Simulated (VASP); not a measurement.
Write the native input for VASP 6.6.1 that does the following.

| Quantity | Value |
| --- | --- |
| Task | single point |
| Functional | PBE |
| Potentials or basis | VASP PAW PBE potentials, release 64 (Al, Ga_d, P) |
| Cutoff | 520 eV |
| k mesh | 2 × 3 × 3 |
| Occupations | gaussian, width 0.1 eV |
| Spin | no spin polarisation |
| Dipole correction | no |
| Further INCAR settings | ALGO = Normal; EDIFF = 1e-06; NBANDS = 61 |

The structure of AlGa5P6 lies in POSCAR:

```
AlGa5P6
1.0
    0.0004555943      0.0004011786      6.3938801180
    6.7224241161      0.0006175683      0.0005413235
   -3.3606660895      5.8220191531      0.0001049701
Al Ga P
1 5 6
Direct
    0.4992303788     -0.0000864856     -0.0001130364
    0.4998512932      0.3332098951      0.6665476556
    0.4998394464      0.6665789051      0.3332132765
    0.0002380440      1.0000792673      0.6666795092
    0.0002549984      0.6666724788      0.0001117363
    0.0002981630      0.3334999616      0.3335318157
    0.8742588934      0.3334448930      0.6667925361
    0.8729210172      0.0001254339      0.0001379496
    0.8742479138      0.6667652706      0.3334634244
    0.3742702903      0.9998900729      0.6667341547
    0.3742800805      0.6667774942      0.9998724145
    0.3743095413      0.3330428132      0.3330285638
```

One way to write it, as run:

INCAR

```
SYSTEM = AlGa5P6
PREC     = Accurate       ! precision mode
ENCUT    = 520            ! plane-wave cutoff, eV
EDIFF    = 1E-6           ! SCF threshold, eV
ISMEAR   = 0              ! smearing method
SIGMA    = 0.1            ! smearing width, eV
LREAL    = .FALSE.        ! projectors in reciprocal space
LASPH    = .TRUE.         ! aspherical terms in the spheres
NELM     = 60             ! most SCF steps
ALGO     = Normal         ! electronic algorithm
ISIF     = 2              ! what is computed and relaxed
LWAVE    = .FALSE.        ! write WAVECAR
LCHARG   = .FALSE.        ! write CHGCAR
GGA      = PE             ! functional
NBANDS   = 61             ! bands
```

KPOINTS

```
regular mesh
0
G
  2 3 3
  0 0 0
```

Potentials or basis: VASP PAW PBE potentials, release 64 (Al, Ga_d, P).

The run is started by

```sh
$ cat potpaw_PBE.64/Al/POTCAR potpaw_PBE.64/Ga_d/POTCAR potpaw_PBE.64/P/POTCAR > POTCAR
$ mpirun -np 1 vasp_std > vasp.out
```

Results of the run:

The pressure is 0.0 GPa and the largest force is 0.008 eV/Å. The band gap on the k mesh is 1.40 eV.

Caveat: the k points lie up to 0.49 Å⁻¹ apart.

Wall time 2.7 min on 1 thread of Intel(R) Xeon(R) Platinum 8259CL CPU @ 2.50GHz (Skylake/Cascade Lake), with other jobs on the host, peak memory 0.4 GiB.
